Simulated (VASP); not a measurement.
Set up this calculation in VASP 6.6.1, as the native input.

| Property | Result |
| --- | --- |
| Task | single point |
| Functional | PBEsol |
| Potentials or basis | VASP PAW PBE potentials, release 64 (W_sv, S) |
| Cutoff | 520 eV |
| k mesh | 3 × 3 × 3 |
| Occupations | fermi-dirac, width 0.05 eV |
| Spin | no spin polarisation |
| Dipole correction | no |
| Further INCAR settings | ALGO = Normal; EDIFF = 1e-06; NBANDS = 20 |

The structure of WS2 lies in POSCAR:

```
WS2
1.0
    1.5790000000      0.9116360800      6.1633333300
   -1.5790000000      0.9116360800      6.1633333300
    0.0000000000     -1.8232721500      6.1633333300
W S
1 2
Direct
    0.0000000000      0.0000000000      0.0000000000
    0.2497000000      0.2497000000      0.2497000000
    0.4190000000      0.4190000000      0.4190000000
```

One way to write it, as run:

INCAR

```
SYSTEM = WS2
PREC     = Accurate       ! precision mode
ENCUT    = 520            ! plane-wave cutoff, eV
EDIFF    = 1E-6           ! SCF threshold, eV
ISMEAR   = -1             ! smearing method
SIGMA    = 0.05           ! smearing width, eV
LREAL    = .False.        ! projectors in reciprocal space
LASPH    = .True.         ! aspherical terms in the spheres
NELM     = 100            ! most SCF steps
ALGO     = Normal         ! electronic algorithm
ISIF     = 2              ! what is computed and relaxed
LWAVE    = .False.        ! write WAVECAR
LCHARG   = .False.        ! write CHGCAR
GGA      = PS             ! functional
NBANDS   = 20             ! bands
```

KPOINTS

```
Automatic mesh
0
Gamma
  3 3 3
  0 0 0
```

Potentials or basis: VASP PAW PBE potentials, release 64 (W_sv, S).

Command:

```console
$ cat potpaw_PBE.64/W_sv/POTCAR potpaw_PBE.64/S/POTCAR > POTCAR
$ mpirun -np 1 vasp_std > vasp.out
```

It gave:

```json
{
 "Pressure": "-0.3 GPa",
 "Largest force": "0.596 eV/Å",
 "Band gap on the k mesh": "1.41 eV (least direct gap 1.87 eV)"
}
```

Caveat: the k points lie up to 0.77 Å⁻¹ apart; the PAW data sets were made with another functional, which shifts forces and pressure a little; spin-orbit coupling is left out, which moves the levels of the heavy elements; an odd mesh through Γ misses points on the zone boundary, where band edges can lie.

Wall time 27 s on 1 thread of Intel(R) Xeon(R) Platinum 8259CL CPU @ 2.50GHz (Skylake/Cascade Lake), on a shared host, peak memory 0.31 GiB.
